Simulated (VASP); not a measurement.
A run of VASP 6.6.1 is set up as follows.

The input POSCAR:

```
Mo
1.0
    2.7355103972      0.0000000000      0.0000000000
   -1.3677551986      2.3690214963      0.0000000000
    0.0000000000      0.0000000000      2.5551807000
Mo
1
Direct
    0.0000000000      0.0000000000      0.5000000000
```

Contents of INCAR.step1:

```
SYSTEM = Mo
ALGO     = Normal         ! electronic algorithm
EDIFF    = 1E-4           ! SCF threshold, eV
ENCUT    = 520            ! plane-wave cutoff, eV
GGA      = PE             ! functional
ISMEAR   = 0              ! smearing method
LASPH    = .True.         ! aspherical terms in the spheres
LCHARG   = .False.        ! write CHGCAR
LREAL    = .False.        ! projectors in reciprocal space
LWAVE    = .True.         ! write WAVECAR
NBANDS   = 13             ! bands
NELM     = 60             ! most SCF steps
PREC     = Accurate       ! precision mode
SIGMA    = 0.15           ! smearing width, eV
```

The input INCAR.step2:

```
SYSTEM = Mo
ALGO     = Normal         ! electronic algorithm
EDIFF    = 1E-6           ! SCF threshold, eV
ENCUT    = 520            ! plane-wave cutoff, eV
ISIF     = 2              ! what is computed and relaxed
ISMEAR   = 0              ! smearing method
ISTART   = 1            
LASPH    = .True.         ! aspherical terms in the spheres
LCHARG   = .False.        ! write CHGCAR
LMIXTAU  = .True.       
LREAL    = .False.        ! projectors in reciprocal space
LWAVE    = .False.        ! write WAVECAR
METAGGA  = R2SCAN         ! meta-GGA
NBANDS   = 13             ! bands
NELM     = 60             ! most SCF steps
PREC     = Accurate       ! precision mode
SIGMA    = 0.15           ! smearing width, eV
```

The input KPOINTS:

```
k-points
0
Gamma
  18 18 18
  0 0 0
```

Potentials or basis: VASP PAW PBE potentials, release 64 (Mo_sv).

Run with:

```sh
$ cat potpaw_PBE.64/Mo_sv/POTCAR > POTCAR
$ cp INCAR.step1 INCAR
$ mpirun -np 1 vasp_std > vasp.out
$ cp INCAR.step2 INCAR
$ mpirun -np 1 vasp_std > vasp.out
```

(1) Predict the band gap on the k mesh.

(2) Predict the pressure.

Answers

(1) zero (bands 7 and 8 overlap by 1.91 eV).

(2) 1.6 GPa.

Caveat: the PAW data sets were made with another functional, which shifts forces and pressure a little.
